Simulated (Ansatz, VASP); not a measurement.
One calculation of GaN, two programs

```xyz
2
Lattice="0.0000 2.2535 2.2535 2.2535 0.0000 2.2535 2.2535 2.2535 0.0000" Properties=species:S:1:pos:R:3 pbc="T T T"
Ga    0.0000    0.0000    0.0000
N     1.1268    1.1268    1.1268
```

Alike in both runs: task single point; functional r2SCAN; k mesh 8 × 8 × 8; occupations gaussian, width 0.1 eV; no spin polarisation.

|  | VASP | Ansatz |
| --- | --- | --- |
| version | VASP 6.6.1 | Ansatz 0.2.0 |
| potentials or method | VASP PAW PBE potentials, release 64 (Ga_d, N), cutoff 520 eV | scalar-relativistic, plane waves, PAW |
| valence electrons in the cell | 18 | 18 |

```csv
,VASP,Ansatz,Ansatz less VASP
gap on the k mesh at the Fermi level (eV),2.12,2.13,+0.010
least direct gap on the mesh (eV),2.12,2.13,+0.010
pressure (GPa),-0.1,-1.1,-1.00
```

VASP's potentials were made for PBE, not for r2SCAN. The functional is the same, so the differences come from potentials, cutoffs and numerics.
